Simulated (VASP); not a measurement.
Wanted: the native input for a VASP 6.6.1 run.

| Property | Result |
| --- | --- |
| Task | single point |
| Functional | PBEsol |
| Potentials or basis | VASP PAW PBE potentials, release 64 (Li_sv, Sr_sv, H) |
| Cutoff | 520 eV |
| k mesh | 2 × 2 × 2 |
| Occupations | gaussian, width 0.01 eV |
| Spin | no spin polarisation |
| Dipole correction | no |
| Further INCAR settings | ALGO = Normal; EDIFF = 1e-06; NBANDS = 16 |

The structure of SrLiH3 lies in POSCAR:

```
SrLiH3
1.0
    4.6307910000      0.0000000000      0.0000000000
    0.0000000000      4.6307910000      0.0000000000
    0.0000000000      0.0000000000      4.6307910000
Li Sr H
1 1 3
Direct
    0.0000000000      0.0000000000      0.0000000000
    0.5000000000      0.5000000000      0.5000000000
    0.0000000000      0.5000000000      0.5000000000
    0.5000000000      0.0000000000      0.5000000000
    0.5000000000      0.5000000000      0.0000000000
```

These files were run (other wordings do the same):

INCAR

```
SYSTEM = SrLiH3
PREC     = Accurate       ! precision mode
ENCUT    = 520            ! plane-wave cutoff, eV
EDIFF    = 1E-6           ! SCF threshold, eV
ISMEAR   = 0              ! smearing method
SIGMA    = 0.01           ! smearing width, eV
LREAL    = .FALSE.        ! projectors in reciprocal space
LASPH    = .TRUE.         ! aspherical terms in the spheres
NELM     = 100            ! most SCF steps
ALGO     = Normal         ! electronic algorithm
ISIF     = 2              ! what is computed and relaxed
LWAVE    = .FALSE.        ! write WAVECAR
LCHARG   = .FALSE.        ! write CHGCAR
GGA      = PS             ! functional
NBANDS   = 16             ! bands
```

KPOINTS

```
Automatic mesh
0
G
  2 2 2
  0 0 0
```

Potentials or basis: VASP PAW PBE potentials, release 64 (Li_sv, Sr_sv, H).

Command:

```console
$ cat potpaw_PBE.64/Li_sv/POTCAR potpaw_PBE.64/Sr_sv/POTCAR potpaw_PBE.64/H/POTCAR > POTCAR
$ mpirun -np 1 vasp_std > vasp.out
```

Results of the run:

```
Band gap on the k mesh : 1.70 eV, indirect (least direct gap 2.14 eV)
```

Caveat: the k points lie up to 0.68 Å⁻¹ apart.

It took 7.7 s on 1 thread of Intel(R) Xeon(R) Platinum 8488C (Sapphire Rapids) (shared host), peak memory 0.2 GiB.
